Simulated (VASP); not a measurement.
# Li3Sc (P6_3/mmc) in VASP: further runs

The runs below take Li3Sc through single point, with PBE.

Everything below comes from runs of VASP 6.6.1. Logs are shortened: lines on timing, memory, paths and dates and some standing lists are left out, and cuts for length are marked.

### Step 1. The cell of the first run

The structure is hexagonal, space group P6_3/mmc (No. 194). Conventional cell: a = 6.231 Å, b = 6.231 Å, c = 4.933 Å, α = 90.00°, β = 90.00°, γ = 120.00°. Within 4.0 Å of Li (site symmetry mm2) lie 8 Li at 3.01 to 3.22 Å and 4 Sc at 3.09 to 3.12 Å. Within 4.1 Å of Sc (site symmetry -6m2) lie 12 Li at 3.09 to 3.12 Å.

### Step 2. Single point, PBE

Input file INCAR:

```
SYSTEM = Li3Sc
ALGO     = Normal         ! electronic algorithm
EDIFF    = 1E-7           ! SCF threshold, eV
ENCUT    = 520            ! plane-wave cutoff, eV
GGA      = PE             ! functional
ISIF     = 2              ! what is computed and relaxed
ISMEAR   = -1             ! smearing method
LASPH    = .TRUE.         ! aspherical terms in the spheres
LCHARG   = .FALSE.        ! write CHGCAR
LREAL    = .FALSE.        ! projectors in reciprocal space
LWAVE    = .FALSE.        ! write WAVECAR
NBANDS   = 30             ! bands
NELM     = 100            ! most SCF steps
PREC     = Accurate       ! precision mode
SIGMA    = 0.1            ! smearing width, eV
```

Input file KPOINTS:

```
k-points
0
G
  5 5 5
  0 0 0
```

Input file POSCAR:

```
Li3Sc
1.0
    6.2314559100      0.0000000000      0.0000000000
   -3.1157279550      5.3965991206      0.0000000000
    0.0000000000      0.0000000000      4.9326660000
Li Sc
6 2
Direct
    0.3217400100      0.1608700050      0.7500000000
    0.1608700050      0.3217400100      0.2500000000
    0.1608700050      0.8391299950      0.2500000000
    0.6782599900      0.8391299950      0.2500000000
    0.8391299950      0.1608700050      0.7500000000
    0.8391299950      0.6782599900      0.7500000000
    0.6666666667      0.3333333333      0.2500000000
    0.3333333333      0.6666666667      0.7500000000
```

Potentials or basis: VASP PAW PBE potentials, release 64 (Li_sv, Sc_sv).

The run is started by

```console
$ cat potpaw_PBE.64/Li_sv/POTCAR potpaw_PBE.64/Sc_sv/POTCAR > POTCAR
$ mpirun -np 1 vasp_std > vasp.out
```

OUTCAR:

```text
SYSTEM = Li3Sc
   EDIFF = 1E-7
   ENCUT = 520
   GGA = PE
   ISIF = 2
   ISMEAR = -1
   LASPH = .TRUE.
   LREAL = .FALSE.
   NELM = 100
   PREC = Accurate

 ion  position               nearest neighbor table
   1  0.322  0.161  0.750-
   2  0.161  0.322  0.250-
   3  0.161  0.839  0.250-
   4  0.678  0.839  0.250-
   5  0.839  0.161  0.750-
   6  0.839  0.678  0.750-
   7  0.667  0.333  0.250-
   8  0.333  0.667  0.750-

  LATTYP: Found a hexagonal cell.
 ALAT       =     6.2314559100
 C/A-ratio  =     0.7915752067

  Lattice vectors:

 A1 = (   6.2314559100,   0.0000000000,   0.0000000000)
 A2 = (  -3.1157279550,   5.3965991206,   0.0000000000)
 A3 = (   0.0000000000,   0.0000000000,   4.9326660000)

Analysis of symmetry for initial positions (statically):
=====================================================================
 Subroutine PRICEL returns:
 Original cell was already a primitive cell.

 Routine SETGRP: Setting up the symmetry group for a
 hexagonal supercell.

 Subroutine GETGRP returns: Found 24 space group operations
 (whereof 12 operations were pure point group operations)
 out of a pool of 24 trial point group operations.

The static configuration has the point symmetry D_3d.
 The point group associated with its full space group is D_6h.

Analysis of symmetry for dynamics (positions and initial velocities):
=====================================================================
 Subroutine PRICEL returns:
 Original cell was already a primitive cell.

 Routine SETGRP: Setting up the symmetry group for a
 hexagonal supercell.

 Subroutine GETGRP returns: Found 24 space group operations
 (whereof 12 operations were pure point group operations)
 out of a pool of 24 trial point group operations.

The dynamic configuration has the point symmetry D_3d.
 The point group associated with its full space group is D_6h.

 Subroutine INISYM returns: Found 24 space group operations
 (whereof 12 operations are pure point group operations),
 and found     1 'primitive' translations

----------------------------------------------------------------------------------------

                                     Primitive cell

  volume of cell :     165.8790

  direct lattice vectors                    reciprocal lattice vectors
     6.231455910  0.000000000  0.000000000     0.160476141  0.092650943  0.000000000
    -3.115727955  5.396599121  0.000000000     0.000000000  0.185301887  0.000000000
     0.000000000  0.000000000  4.932666000     0.000000000  0.000000000  0.202730126

  length of vectors
     6.231455910  6.231455910  4.932666000     0.185301887  0.185301887  0.202730126

  position of ions in fractional coordinates (direct lattice)
     0.321740010  0.160870005  0.750000000
     0.160870005  0.321740010  0.250000000
     0.160870005  0.839129995  0.250000000
     0.678259990  0.839129995  0.250000000
     0.839129995  0.160870005  0.750000000
     0.839129995  0.678259990  0.750000000
     0.666666667  0.333333333  0.250000000
     0.333333333  0.666666667  0.750000000

  ion indices of the primitive-cell ions
   primitive index   ion index
                 1           1
                 2           2
                 3           3
                 4           4
                 5           5
                 6           6
                 7           7
                 8           8

----------------------------------------------------------------------------------------

 KPOINTS: k-points

Automatic generation of k-mesh.
 Grid dimensions read from file:
 generate k-points for:    5    5    5

 Generating k-lattice:

  Cartesian coordinates                     Fractional coordinates (reciprocal lattice)
     0.032095228  0.018530189  0.000000000     0.200000000 -0.000000000  0.000000000
     0.000000000  0.037060377  0.000000000     0.000000000  0.200000000  0.000000000
     0.000000000  0.000000000  0.040546025     0.000000000  0.000000000  0.200000000

  Length of vectors
     0.037060377  0.037060377  0.040546025

  Shift w.r.t. Gamma in fractional coordinates (k-lattice)
     0.000000000  0.000000000  0.000000000

 Subroutine IBZKPT returns following result:
 ===========================================

 Found     15 irreducible k-points:

 Following reciprocal coordinates:
            Coordinates               Weight
  0.000000  0.000000  0.000000      1.000000
  0.200000  0.000000  0.000000      6.000000
  0.400000  0.000000  0.000000      6.000000
  0.200000  0.200000  0.000000      6.000000
  0.400000  0.200000  0.000000      6.000000
  0.000000  0.000000  0.200000      2.000000
  0.200000  0.000000  0.200000     12.000000
  0.400000  0.000000  0.200000     12.000000
  0.200000  0.200000  0.200000     12.000000
  0.400000  0.200000  0.200000     12.000000
  0.000000  0.000000  0.400000      2.000000
  0.200000  0.000000  0.400000     12.000000
  0.400000  0.000000  0.400000     12.000000
  0.200000  0.200000  0.400000     12.000000
  0.400000  0.200000  0.400000     12.000000
   k-points           NKPTS =     15   k-points in BZ     NKDIM =     15   number of bands    NBANDS=     30
   number of dos      NEDOS =    301   number of ions     NIONS =      8
   total plane-waves  NPLWV =  92160
   dimension x,y,z NGX =    48 NGY =   48 NGZ =   40
   dimension x,y,z NGXF=    96 NGYF=   96 NGZF=   80
   ions per type =               6   2
   NGX,Y,Z   is equivalent  to a cutoff of  12.81, 12.81, 13.48 a.u.
   NGXF,Y,Z  is equivalent  to a cutoff of  25.61, 25.61, 26.96 a.u.
 SYSTEM =  Li3Sc
   PREC   = accura    normal or accurate (medium, high low for compatibility)
   ISTART =      0    job   : 0-new  1-cont  2-samecut
   ICHARG =      2    charge: 1-file 2-atom 10-const
   ISPIN  =      1    spin polarized calculation?
   LNONCOLLINEAR =      F non collinear calculations
   LSORBIT =      F    spin-orbit coupling
   LASPH  =      T    aspherical Exc in radial PAW
   ENCUT  =  520.0 eV  38.22 Ry    6.18 a.u.  11.59 11.59  9.17*2*pi/ulx,y,z
   NELM   =    100;   NELMIN=  2; NELMDL= -5     # of ELM steps
   EDIFF  = 0.1E-06   stopping-criterion for ELM
   LREAL  =      F    real-space projection
   EDIFFG = 0.1E-05   stopping-criterion for IOM
   NSW    =      0    number of steps for IOM
   IBRION =     -1    ionic relax: 0-MD 1-quasi-New 2-CG
   NFREE  =      0    steps in history (QN), initial steepest desc. (CG)
   ISIF   =      2    stress and relaxation
   ISYM   =      2    0-nonsym 1-usesym 2-fastsym
   POTIM  = 0.5000    time-step for ionic-motion
   TEBEG  =    0.0;   TEEND  =   0.0 temperature during run
   PSTRESS=    0.0 pullay stress
   NELECT =      40.0000    total number of electrons
   NUPDOWN=      -1.0000    fix difference up-down
   EMIN   =  10.00;   EMAX   =-10.00  energy-range for DOS
   EFERMI =   0.00;   METHOD = LEGACY
   ISMEAR =    -1;   SIGMA  =   0.10  broadening in eV -4-tet -1-fermi 0-gaus
   EFERMI_NEDOS =   21; number of points for ismear=-14 and -15
   IALGO  =     38    algorithm
   IMIX   =      4    mixing-type and parameters
     AMIX     =   0.40;   BMIX     =  1.00
     AMIX_MAG =   1.60;   BMIX_MAG =  1.00
  volume/ion in A,a.u.               =      20.73       139.93
  Fermi-wavevector in a.u.,A,eV,Ry     =   1.018977  1.925587 14.127120  1.038314
  Thomas-Fermi vector in A             =   2.152465
   LORBIT       =      0    0 simple, 1 ext, 2 COOP (PROOUT), +10 PAW based schemes
   GGA     = PE    functional components
   LHFCALC =     F    Hartree Fock is set to
   AEXX    =    0.0000 exact exchange contribution
   IVDW    =     0    specifies the selected vdW correction
   LEPSILON=     F    determine dielectric tensor
   LRPA    =     F    only Hartree local field effects (RPA)
 non-spin polarized calculation
  energy-cutoff  :      520.00
  volume of cell :      165.88
 maximum number of plane-waves:      4500
 NGX is ok and might be reduce to    48
   NGX = 23   NGY = 23   NGZ = 19

 number of electron      40.0000014 magnetization

 Free energy of the ion-electron system (eV)
  ---------------------------------------------------
  ext. energy  EPLUGINS =         0.00000000
  ---------------------------------------------------
  free energy    TOTEN  =       -22.34338427 eV

  energy without entropy =      -22.03678371  energy(sigma->0) =      -22.19008399

 E-fermi :   1.5632     XC(G=0):  -8.0199

 val. band max:        1.5164390782   @ k =   0.4000   0.2000   0.2000
 cond. band min:       1.5669732683   @ k =   0.2000   0.0000   0.4000
 fundamental gap:      0.0505341900
 Fermi energy:         1.5631652786

 k-point     1 :       0.0000    0.0000    0.0000
  band No.  band energies     occupation
      1     -48.8113      2.00000
      2     -48.8103      2.00000
      3     -44.3403      2.00000
      4     -44.3284      2.00000
      5     -44.3284      2.00000
      6     -44.3255      2.00000
[... 22 lines left out ...]
     29       2.9956      0.00000
     30       3.3482      0.00000

 k-point     2 :       0.2000    0.0000    0.0000
  band No.  band energies     occupation
      1     -48.8113      2.00000
      2     -48.8104      2.00000
      3     -44.3397      2.00000
      4     -44.3291      2.00000
      5     -44.3285      2.00000
      6     -44.3252      2.00000
[... 22 lines left out ...]
     29       3.2342      0.00000
     30       3.5976      0.00000

 k-point     3 :       0.4000    0.0000    0.0000
  band No.  band energies     occupation
      1     -48.8110      2.00000
      2     -48.8106      2.00000
      3     -44.3385      2.00000
      4     -44.3305      2.00000
      5     -44.3285      2.00000
      6     -44.3240      2.00000
[... 385 lines left out ...]
     29       3.3237      0.00000
     30       3.6120      0.00000

 k-point    15 :       0.4000    0.2000    0.4000
  band No.  band energies     occupation
      1     -48.8108      2.00000
      2     -48.8107      2.00000
      3     -44.3330      2.00000
      4     -44.3287      2.00000
      5     -44.3277      2.00000
      6     -44.3272      2.00000
[... 22 lines left out ...]
     29       3.3131      0.00000
     30       3.6423      0.00000

------------------------ aborting loop because EDIFF is reached ----------------------------------------

  FORCE on cell =-STRESS in cart. coord.  units (eV):
  Direction    XX          YY          ZZ          XY          YZ          ZX
  --------------------------------------------------------------------------------------
  -------------------------------------------------------------------------------------
  Total       -0.0390086     -0.0390086      0.1281017      0.0000000      0.0000000      0.0000000
  in kB       -0.3767726     -0.3767726      1.2372975      0.0000000      0.0000000      0.0000000
  external PRESSURE =       0.1612507 kB  Pullay stress =       0.0000000 kB

 VOLUME and BASIS-vectors are now :
 -----------------------------------------------------------------------------
  energy-cutoff  :      520.00
  volume of cell :      165.88
      direct lattice vectors                 reciprocal lattice vectors
     6.231455910  0.000000000  0.000000000     0.160476141  0.092650943  0.000000000
    -3.115727955  5.396599121  0.000000000     0.000000000  0.185301887  0.000000000
     0.000000000  0.000000000  4.932666000     0.000000000  0.000000000  0.202730126

 POSITION                                       TOTAL-FORCE (eV/Angst)
 -----------------------------------------------------------------------------------
      1.50368      0.86815      3.69950         0.019690      0.011368     -0.000000
      0.00000      1.73630      1.23317        -0.000000      0.022736      0.000000
     -1.61205      4.52845      1.23317         0.019690     -0.011368      0.000000
      1.61205      4.52845      1.23317        -0.019690     -0.011368      0.000000
      4.72777      0.86815      3.69950        -0.019690      0.011368     -0.000000
      3.11573      3.66030      3.69950         0.000000     -0.022736     -0.000000
      3.11573      1.79887      1.23317         0.000000      0.000000     -0.000000
     -0.00000      3.59773      3.69950        -0.000000      0.000000      0.000000
 -----------------------------------------------------------------------------------
    total drift:                               -0.000000      0.000000     -0.000000

  FREE ENERGIE OF THE ION-ELECTRON SYSTEM (eV)
  ---------------------------------------------------
  free  energy   TOTEN  =       -22.3433842686 eV

  energy  without entropy=      -22.0367837122  energy(sigma->0) =      -22.19008399
```

Wall time 87 s (1 thread of Intel Xeon Platinum 8375C at 2.90GHz (Ice Lake), shared host); peak memory 0.3 GiB.

Results:

```
Free energy            : -22.3434 eV
Largest force          : 0.023 eV/Å
Band gap on the k mesh : zero (band 20 reaches 1.72 eV, above the bottom of band 21 at 1.38 eV)
```

Forces in eV/Å, atoms in the order of the input:
```
Li   0.020  0.011  0.000
Li   0.000  0.023  0.000
Li   0.020 -0.011  0.000
Li  -0.020 -0.011  0.000
Li  -0.020  0.011  0.000
Li   0.000 -0.023  0.000
Sc   0.000  0.000  0.000
Sc   0.000  0.000  0.000
```

Caveat: the cutoff is under 1.25 times the usual one of these potentials, so pressure, stress and relaxed cells hold a basis-set (Pulay) error.

(Part 1 of 2 ends here.)
